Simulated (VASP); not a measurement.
# TaAs: single point with PBE

The system is TaAs.

```xyz
2
Lattice="0.0000 2.6675 2.6675 2.6675 0.0000 2.6675 2.6675 2.6675 0.0000" Properties=species:S:1:pos:R:3 pbc="T T T"
Ta    2.6675    2.6675    2.6675
As    0.0000    0.0000    0.0000
```

- Program: VASP 6.6.1
- Task: single point
- Functional: PBE
- Potentials or basis: VASP PAW PBE potentials, release 64 (Ta_pv, As)
- Cutoff: 500 eV
- k mesh: 12 × 12 × 12
- Occupations: gaussian, width 0.05 eV
- Spin: no spin polarisation

```yaml
Pressure: -5.2 GPa
Band_gap_on_the_k_mesh: zero (bands 8 and 9 overlap by 2.05 eV)
```

Levels at points of the mesh, in eV from the Fermi level:
| k point | band 6 | band 7 | band 8 | band 9 | band 10 | band 11 |
| --- | --- | --- | --- | --- | --- | --- |
| (0.00, 0.00, 0.00) | -1.50 | -1.50 | -0.84 | -0.84 | -0.50 | -0.50 |
| (0.50, 0.00, 0.00) | -4.51 | -4.51 | 0.79 | 0.79 | 1.20 | 2.74 |
| (0.50, 0.50, 0.00) | -3.33 | -2.45 | -2.45 | 0.19 | 0.83 | 1.53 |

Run time: 41 s on 1 thread of Intel Xeon 8259CL, on a shared host, peak memory 0.19 GiB.

Caveat: the cell stands under tension; spin-orbit coupling is left out, which moves the levels of the heavy elements.
